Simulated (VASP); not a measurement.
# Li (P6_3/mmc) in VASP: notebook

The runs below take Li through single point, with RPBE.

Program: VASP 6.6.1. These are calculated values, not measurements. Logs are shortened: lines on timing, memory, paths and dates and some standing lists are left out, and cuts for length are marked.

### 1 The cell of the first run

The structure is hexagonal, space group P6_3/mmc (No. 194). Conventional cell: a = 3.017 Å, b = 3.017 Å, c = 9.832 Å, α = 90.00°, β = 90.00°, γ = 120.00°. Li (site symmetry -3m) has 12 Li at 3.01 to 3.02 Å within 4.0 Å. Within 4.0 Å of Li (site symmetry -6m2) lie 12 Li at 3.01 to 3.02 Å.

This isn't the form of Li at room conditions, which is bcc.

### 2 Single point, RPBE (19.37 Å³/atom)

The input, INCAR:

```
SYSTEM = Li
ALGO = Normal
EDIFF = 1E-6
ENCUT = 520
GGA = RP
ISIF = 2
ISMEAR = -1
LASPH = .True.
LCHARG = .False.
LREAL = .False.
LWAVE = .False.
NBANDS = 14
NELM = 60
PREC = Accurate
SIGMA = 0.1
```

The input, KPOINTS:

```
k-points
0
Gamma
  13 13 4
  0 0 0
```

The input, POSCAR:

```
Li
1.0
    3.0168089719      0.0000000000      0.0000000000
   -1.5084044859      2.6126332080      0.0000000000
    0.0000000000      0.0000000000      9.8324280387
Li
4
Direct
    0.0000000000      0.0000000000      0.0000000000
    0.0000000000      0.0000000000      0.5000000000
    0.3333333333      0.6666666667      0.2500000000
    0.6666666667      0.3333333333      0.7500000000
```

Potentials or basis: VASP PAW PBE potentials, release 64 (Li_sv).

On the command line:

```sh
$ cat potpaw_PBE.64/Li_sv/POTCAR > POTCAR
$ mpirun -np 1 vasp_std > vasp.out
```

OUTCAR:

```text
SYSTEM = Li
   EDIFF = 1E-6
   ENCUT = 520
   GGA = RP
   ISIF = 2
   ISMEAR = -1
   LASPH = .True.
   LREAL = .False.
   NELM = 60
   PREC = Accurate

 ion  position               nearest neighbor table
   1  0.000  0.000  0.000-
   2  0.000  0.000  0.500-
   3  0.333  0.667  0.250-
   4  0.667  0.333  0.750-

  LATTYP: Found a hexagonal cell.
 ALAT       =     3.0168089719
 C/A-ratio  =     3.2592146637

  Lattice vectors:

 A1 = (   3.0168089719,   0.0000000000,   0.0000000000)
 A2 = (  -1.5084044859,   2.6126332080,   0.0000000000)
 A3 = (   0.0000000000,   0.0000000000,   9.8324280387)

Analysis of symmetry for initial positions (statically):
=====================================================================
 Subroutine PRICEL returns:
 Original cell was already a primitive cell.

 Routine SETGRP: Setting up the symmetry group for a
 hexagonal supercell.

 Subroutine GETGRP returns: Found 24 space group operations
 (whereof 12 operations were pure point group operations)
 out of a pool of 24 trial point group operations.

The static configuration has the point symmetry D_3d.
 The point group associated with its full space group is D_6h.

Analysis of symmetry for dynamics (positions and initial velocities):
=====================================================================
 Subroutine PRICEL returns:
 Original cell was already a primitive cell.

 Routine SETGRP: Setting up the symmetry group for a
 hexagonal supercell.

 Subroutine GETGRP returns: Found 24 space group operations
 (whereof 12 operations were pure point group operations)
 out of a pool of 24 trial point group operations.

The dynamic configuration has the point symmetry D_3d.
 The point group associated with its full space group is D_6h.

 Subroutine INISYM returns: Found 24 space group operations
 (whereof 12 operations are pure point group operations),
 and found     1 'primitive' translations

----------------------------------------------------------------------------------------

                                     Primitive cell

  volume of cell :      77.4974

  direct lattice vectors                    reciprocal lattice vectors
     3.016808972  0.000000000  0.000000000     0.331476076  0.191377802  0.000000000
    -1.508404486  2.612633208  0.000000000     0.000000000  0.382755603  0.000000000
     0.000000000  0.000000000  9.832428039     0.000000000  0.000000000  0.101704279

  length of vectors
     3.016808972  3.016808972  9.832428039     0.382755603  0.382755603  0.101704279

  position of ions in fractional coordinates (direct lattice)
     0.000000000  0.000000000  0.000000000
     0.000000000  0.000000000  0.500000000
     0.333333333  0.666666667  0.250000000
     0.666666667  0.333333333  0.750000000

  ion indices of the primitive-cell ions
   primitive index   ion index
                 1           1
                 2           2
                 3           3
                 4           4

----------------------------------------------------------------------------------------

 KPOINTS: k-points

Automatic generation of k-mesh.
 Grid dimensions read from file:
 generate k-points for:   13   13    4

 Generating k-lattice:

  Cartesian coordinates                     Fractional coordinates (reciprocal lattice)
     0.025498160  0.014721369  0.000000000     0.076923077  0.000000000  0.000000000
     0.000000000  0.029442739  0.000000000     0.000000000  0.076923077  0.000000000
     0.000000000  0.000000000  0.025426070     0.000000000  0.000000000  0.250000000

  Length of vectors
     0.029442739  0.029442739  0.025426070

  Shift w.r.t. Gamma in fractional coordinates (k-lattice)
     0.000000000  0.000000000  0.000000000

 Subroutine IBZKPT returns following result:
 ===========================================

 Found     63 irreducible k-points:

 Following reciprocal coordinates:
            Coordinates               Weight
  0.000000  0.000000  0.000000      1.000000
  0.076923  0.000000  0.000000      6.000000
  0.153846  0.000000  0.000000      6.000000
  0.230769  0.000000  0.000000      6.000000
  0.307692  0.000000  0.000000      6.000000
  0.384615  0.000000  0.000000      6.000000
[... 16 lines left out ...]
  0.076923  0.000000  0.250000     12.000000
  0.153846  0.000000  0.250000     12.000000
 [... further k-points ...]
   k-points           NKPTS =     63   k-points in BZ     NKDIM =     63   number of bands    NBANDS=     14
   number of dos      NEDOS =    301   number of ions     NIONS =      4
   total plane-waves  NPLWV =  46080
   dimension x,y,z NGX =    24 NGY =   24 NGZ =   80
   dimension x,y,z NGXF=    48 NGYF=   48 NGZF=  160
   ions per type =               4
   NGX,Y,Z   is equivalent  to a cutoff of  13.23, 13.23, 13.53 a.u.
   NGXF,Y,Z  is equivalent  to a cutoff of  26.45, 26.45, 27.05 a.u.
 SYSTEM =  Li
   PREC   = accura    normal or accurate (medium, high low for compatibility)
   ISTART =      0    job   : 0-new  1-cont  2-samecut
   ICHARG =      2    charge: 1-file 2-atom 10-const
   ISPIN  =      1    spin polarized calculation?
   LNONCOLLINEAR =      F non collinear calculations
   LSORBIT =      F    spin-orbit coupling
   LASPH  =      T    aspherical Exc in radial PAW
   ENCUT  =  520.0 eV  38.22 Ry    6.18 a.u.   5.61  5.61 18.28*2*pi/ulx,y,z
   NELM   =     60;   NELMIN=  2; NELMDL= -5     # of ELM steps
   EDIFF  = 0.1E-05   stopping-criterion for ELM
   LREAL  =      F    real-space projection
[... 7 lines left out ...]
   TEBEG  =    0.0;   TEEND  =   0.0 temperature during run
   PSTRESS=    0.0 pullay stress
   NELECT =      12.0000    total number of electrons
   NUPDOWN=      -1.0000    fix difference up-down
   EMIN   =  10.00;   EMAX   =-10.00  energy-range for DOS
   EFERMI =   0.00;   METHOD = LEGACY
   ISMEAR =    -1;   SIGMA  =   0.10  broadening in eV -4-tet -1-fermi 0-gaus
   EFERMI_NEDOS =   21; number of points for ismear=-14 and -15
   IALGO  =     38    algorithm
   IMIX   =      4    mixing-type and parameters
     AMIX     =   0.40;   BMIX     =  1.00
     AMIX_MAG =   1.60;   BMIX_MAG =  1.00
  volume/ion in A,a.u.               =      19.37       130.74
  Fermi-wavevector in a.u.,A,eV,Ry     =   0.879103  1.661263 10.514873  0.772821
  Thomas-Fermi vector in A             =   1.999280
   LORBIT       =      0    0 simple, 1 ext, 2 COOP (PROOUT), +10 PAW based schemes
   GGA     = RP    functional components
   LHFCALC =     F    Hartree Fock is set to
   AEXX    =    0.0000 exact exchange contribution
   IVDW    =     0    specifies the selected vdW correction
   LEPSILON=     F    determine dielectric tensor
   LRPA    =     F    only Hartree local field effects (RPA)
 non-spin polarized calculation
  energy-cutoff  :      520.00
  volume of cell :       77.50
 maximum number of plane-waves:      2137
 NGX is ok and might be reduce to    24
   NGX = 11   NGY = 11   NGZ = 37

 number of electron      12.0000010 magnetization

 Free energy of the ion-electron system (eV)
  ---------------------------------------------------
  ext. energy  EPLUGINS =         0.00000000
  ---------------------------------------------------
  free energy    TOTEN  =        -7.25457810 eV

  energy without entropy =       -7.18669536  energy(sigma->0) =       -7.22063673

 E-fermi :   0.8308     XC(G=0):  -7.1171

 val. band max:        0.8268410018   @ k =   0.2308   0.1538   0.2500
 cond. band min:       0.8371438038   @ k =   0.3846   0.1538   0.0000
 fundamental gap:      0.0103028021
 Fermi energy:         0.8308362744

 k-point     1 :       0.0000    0.0000    0.0000
  band No.  band energies     occupation
      1     -45.8274      2.00000
      2     -45.8175      2.00000
      3     -45.8162      2.00000
      4     -45.8064      2.00000
      5      -2.8103      2.00000
      6      -1.6721      2.00000
      7      -1.6715      2.00000
      8       0.7987      1.15946
      9       3.9175      0.00000
     10       9.1247      0.00000
     11       9.1298      0.00000
     12      13.9055      0.00000
     13      13.9056      0.00000
     14      14.5000      0.00000

 k-point     2 :       0.0769    0.0000    0.0000
  band No.  band energies     occupation
      1     -45.8263      2.00000
      2     -45.8167      2.00000
      3     -45.8154      2.00000
      4     -45.8058      2.00000
      5      -2.7145      2.00000
      6      -1.5731      2.00000
      7      -1.5725      2.00000
      8       0.9268      0.55385
      9       3.9520      0.00000
     10       9.1647      0.00000
     11       9.1765      0.00000
     12      12.7816      0.00000
     13      13.1011      0.00000
     14      13.9244      0.00000

 k-point     3 :       0.1538    0.0000    0.0000
  band No.  band energies     occupation
      1     -45.8233      2.00000
      2     -45.8145      2.00000
      3     -45.8132      2.00000
      4     -45.8044      2.00000
      5      -2.4270      2.00000
      6      -1.2774      2.00000
      7      -1.2765      2.00000
      8       1.3108      0.01633
      9       4.0428      0.00000
     10       9.1665      0.00000
     11       9.2611      0.00000
     12      11.0034      0.00000
     13      11.9565      0.00000
     14      12.0153      0.00000
[... 324 lines left out ...]
 k-point    23 :       0.0769    0.0000    0.2500
  band No.  band energies     occupation
      1     -45.8256      2.00000
      2     -45.8200      2.00000
      3     -45.8120      2.00000
      4     -45.8066      2.00000
      5      -2.6431      2.00000
      6      -2.0712      2.00000
      7      -0.9413      2.00000
      8       0.5389      1.89757
      9       4.5135      0.00000
     10       7.3669      0.00000
     11      11.1144      0.00000
     12      12.8624      0.00000
     13      13.1803      0.00000
     14      13.4613      0.00000

 k-point    24 :       0.1538    0.0000    0.2500
  band No.  band energies     occupation
      1     -45.8226      2.00000
      2     -45.8176      2.00000
      3     -45.8102      2.00000
      4     -45.8051      2.00000
      5      -2.3552      2.00000
      6      -1.7798      2.00000
      7      -0.6376      2.00000
      8       0.8901      0.71220
      9       4.6335      0.00000
     10       7.4909      0.00000
     11      10.5961      0.00000
     12      11.2761      0.00000
     13      11.7760      0.00000
     14      12.1024      0.00000

 [... further k-points ...]

------------------------ aborting loop because EDIFF is reached ----------------------------------------

  FORCE on cell =-STRESS in cart. coord.  units (eV):
  Direction    XX          YY          ZZ          XY          YZ          ZX
  --------------------------------------------------------------------------------------
  -------------------------------------------------------------------------------------
  Total        0.5482705      0.5482705      0.6141797      0.0000000      0.0000000      0.0000000
  in kB       11.3349192     11.3349192     12.6975237      0.0000000      0.0000000      0.0000000
  external PRESSURE =      11.7891207 kB  Pullay stress =       0.0000000 kB

 VOLUME and BASIS-vectors are now :
 -----------------------------------------------------------------------------
  energy-cutoff  :      520.00
  volume of cell :       77.50
      direct lattice vectors                 reciprocal lattice vectors
     3.016808972  0.000000000  0.000000000     0.331476076  0.191377802  0.000000000
    -1.508404486  2.612633208  0.000000000     0.000000000  0.382755603  0.000000000
     0.000000000  0.000000000  9.832428039     0.000000000  0.000000000  0.101704279

 POSITION                                       TOTAL-FORCE (eV/Angst)
 -----------------------------------------------------------------------------------
      0.00000      0.00000      0.00000         0.000000      0.000000     -0.000000
      0.00000      0.00000      4.91621         0.000000      0.000000     -0.000000
     -0.00000      1.74176      2.45811         0.000000     -0.000000      0.000000
      1.50840      0.87088      7.37432        -0.000000      0.000000      0.000000
 -----------------------------------------------------------------------------------
    total drift:                               -0.000000      0.000000     -0.000000

  FREE ENERGIE OF THE ION-ELECTRON SYSTEM (eV)
  ---------------------------------------------------
  free  energy   TOTEN  =        -7.2545780967 eV

  energy  without entropy=       -7.1866953611  energy(sigma->0) =       -7.22063673
```

Run time: 52 s. Hardware: 1 thread of Intel Xeon Platinum 8488C (Sapphire Rapids), shared host; peak memory 0.21 GiB.

Results:

```
Free energy            : -7.2546 eV
Band gap on the k mesh : zero (bands 6 and 7 overlap by 4.16 eV)
```

Caveat: the cutoff is under 1.25 times the usual one of these potentials, so pressure, stress and relaxed cells hold a basis-set (Pulay) error; the PAW data sets were made with another functional, which shifts forces and pressure a little.

### 3 Single point, RPBE (20.22 Å³/atom)

This run uses another cell than the first one, of 20.22 Å³/atom.

The input, INCAR:

```
  ALGO = Normal
  EDIFF = 1E-7
  ENCUT = 520
  GGA = RP
  ISIF = 2
  ISMEAR = -1
  LASPH = T
  LCHARG = F
  LREAL = F
  LWAVE = F
  NBANDS = 14
  NELM = 100
  PREC = Accurate
  SIGMA = 0.1
```

The input, KPOINTS:

```
k-points
0
Gamma
  13 13 4
```

The input, POSCAR:

```
Li
1.0
    3.0599120663      0.0000000000      0.0000000000
   -1.5299560332      2.6499615828      0.0000000000
    0.0000000000      0.0000000000      9.9729102763
Li
4
Direct
    0.0000000000      0.0000000000      0.0000000000
    0.0000000000      0.0000000000      0.5000000000
    0.3333333333      0.6666666667      0.2500000000
    0.6666666667      0.3333333333      0.7500000000
```

Potentials or basis: VASP PAW PBE potentials, release 64 (Li_sv).

On the command line:

```sh
$ cat potpaw_PBE.64/Li_sv/POTCAR > POTCAR
$ mpirun -np 1 vasp_std > vasp.out
```

Wall time 72 s (1 thread of Intel Xeon Platinum 8488C (Sapphire Rapids), shared host); peak memory 0.21 GiB.

It converged, with:

* Free energy: -7.2742 eV
* Band gap on the k mesh: zero (bands 6 and 7 overlap by 4.09 eV)

Levels at points of the mesh, in eV from the Fermi level:
| k point | band 2 | band 3 | band 4 | band 5 | band 6 | band 7 | band 8 | band 9 | band 10 | band 11 |
| --- | --- | --- | --- | --- | --- | --- | --- | --- | --- | --- |
| (0.00, 0.00, 0.00) | -46.72 | -46.72 | -46.71 | -3.58 | -2.46 | -2.46 | -0.01 | 2.95 | 8.05 | 8.05 |
| (0.00, 0.00, 0.50) | -46.73 | -46.71 | -46.71 | -3.30 | -3.30 | -1.12 | -1.12 | 4.73 | 4.73 | 11.96 |

Caveat: the cutoff is under 1.25 times the usual one of these potentials, so pressure, stress and relaxed cells hold a basis-set (Pulay) error; the PAW data sets were made with another functional, which shifts forces and pressure a little.

### 4 Single point, RPBE (21.06 Å³/atom)

This run uses another cell than the first one, of 21.06 Å³/atom.

The input, INCAR:

```
PREC     = Accurate       # precision mode
ENCUT    = 520            # plane-wave cutoff, eV
EDIFF    = 1E-7           # SCF threshold, eV
ISMEAR   = -1             # smearing method
SIGMA    = 0.1            # smearing width, eV
LREAL    = False          # projectors in reciprocal space
LASPH    = True           # aspherical terms in the spheres
NELM     = 100            # most SCF steps
ALGO     = Normal         # electronic algorithm
ISIF     = 2              # what is computed and relaxed
LWAVE    = False          # write WAVECAR
LCHARG   = True           # write CHGCAR
GGA      = RP             # functional
LELF     = True           # ELF
LVHAR    = True         
NBANDS   = 14             # bands
```

The input, KPOINTS:

```
Automatic mesh
0
Gamma
  13 13 4
```

The input, POSCAR:

```
Li
1.0
    3.1018338794      0.0000000000      0.0000000000
   -1.5509169397      2.6862669378      0.0000000000
    0.0000000000      0.0000000000     10.1095424640
Li
4
Direct
    0.0000000000      0.0000000000      0.0000000000
    0.0000000000      0.0000000000      0.5000000000
    0.3333333333      0.6666666667      0.2500000000
    0.6666666667      0.3333333333      0.7500000000
```

On the command line:

```sh
$ cat potpaw_PBE.64/Li_sv/POTCAR > POTCAR
$ mpirun -np 1 vasp_std > vasp.out
```

It took 69 s on 1 thread of Intel Xeon Platinum 8488C (Sapphire Rapids), shared host; peak memory 0.21 GiB.

Results (log left out):

| Item | Value |
| --- | --- |
| Free energy | -7.2806 eV |
| Band gap on the k mesh | zero (bands 6 and 7 overlap by 4.03 eV) |

Levels at points of the mesh, in eV from the Fermi level:
```tsv
k point	band 3	band 4	band 5	band 6	band 7	band 8	band 9	band 10
(0.00, 0.00, 0.00)	-46.79	-46.78	-3.53	-2.42	-2.42	0.00	2.82	7.82
(0.00, 0.00, 0.50)	-46.78	-46.78	-3.25	-3.25	-1.10	-1.10	4.57	4.57
```

Caveat: the cutoff is under 1.25 times the usual one of these potentials, so pressure, stress and relaxed cells hold a basis-set (Pulay) error; the PAW data sets were made with another functional, which shifts forces and pressure a little.

### 5 Single point, RPBE (22.74 Å³/atom)

This run uses another cell than the first one, of 22.74 Å³/atom.

The input, INCAR:

```
ALGO = Normal
EDIFF = 1E-6
ENCUT = 520
GGA = RP
ISIF = 2
ISMEAR = -1
LASPH = True
LCHARG = False
LREAL = False
LWAVE = False
NBANDS = 14
NELM = 60
PREC = Accurate
SIGMA = 0.1
```

The input, KPOINTS:

```
k-points
0
Gamma
  13 13 4
```

The input, POSCAR:

```
Li
1.0
    3.1824367946      0.0000000000      0.0000000000
   -1.5912183973      2.7560711100      0.0000000000
    0.0000000000      0.0000000000     10.3722446672
Li
4
Direct
    0.0000000000      0.0000000000      0.0000000000
    0.0000000000      0.0000000000      0.5000000000
    0.3333333333      0.6666666667      0.2500000000
    0.6666666667      0.3333333333      0.7500000000
```

On the command line:

```sh
$ cat potpaw_PBE.64/Li_sv/POTCAR > POTCAR
$ mpirun -np 1 vasp_std > vasp.out
```

Run time: 63 s. Hardware: 1 thread of Intel Xeon Platinum 8488C (Sapphire Rapids), shared host; peak memory 0.21 GiB.

Results (log left out):

| Item | Value |
| --- | --- |
| Free energy | -7.2616 eV |
| Band gap on the k mesh | zero (bands 6 and 7 overlap by 3.90 eV) |

Levels at points of the mesh, in eV from the Fermi level:
```tsv
k point	band 2	band 3	band 4	band 5	band 6	band 7	band 8	band 9	band 10	band 11
(0.00, 0.00, 0.00)	-46.92	-46.92	-46.92	-3.42	-2.35	-2.35	0.03	2.58	7.41	7.41
(0.00, 0.00, 0.50)	-46.93	-46.92	-46.92	-3.15	-3.15	-1.06	-1.06	4.30	4.30	11.03
```

Caveat: the cutoff is under 1.25 times the usual one of these potentials, so pressure, stress and relaxed cells hold a basis-set (Pulay) error; the PAW data sets were made with another functional, which shifts forces and pressure a little.

### 6 The runs side by side

| cell | gap on the mesh (eV) |
| --- | --- |
| a = 3.017, b = 3.017, c = 9.832 Å, angles 90.0, 90.0, 120.0°, 4 atoms | none |
| a = 3.060, b = 3.060, c = 9.973 Å, angles 90.0, 90.0, 120.0°, 4 atoms | none |
| a = 3.102, b = 3.102, c = 10.110 Å, angles 90.0, 90.0, 120.0°, 4 atoms | none |
| a = 3.182, b = 3.182, c = 10.372 Å, angles 90.0, 90.0, 120.0°, 4 atoms | none |

Alike in all rows: task single point; level RPBE; potentials or basis VASP PAW PBE potentials, release 64 (Li_sv); no spin polarisation; k mesh 13 × 13 × 4; cutoff (eV) 520; smearing fermi-dirac 0.1 eV.

Caveats: the cutoff is under 1.25 times the usual one of these potentials, so pressure, stress and relaxed cells hold a basis-set (Pulay) error; the PAW data sets were made with another functional, which shifts forces and pressure a little.

Total energies depend on the potentials used, so only differences within one code and one set of settings carry meaning.
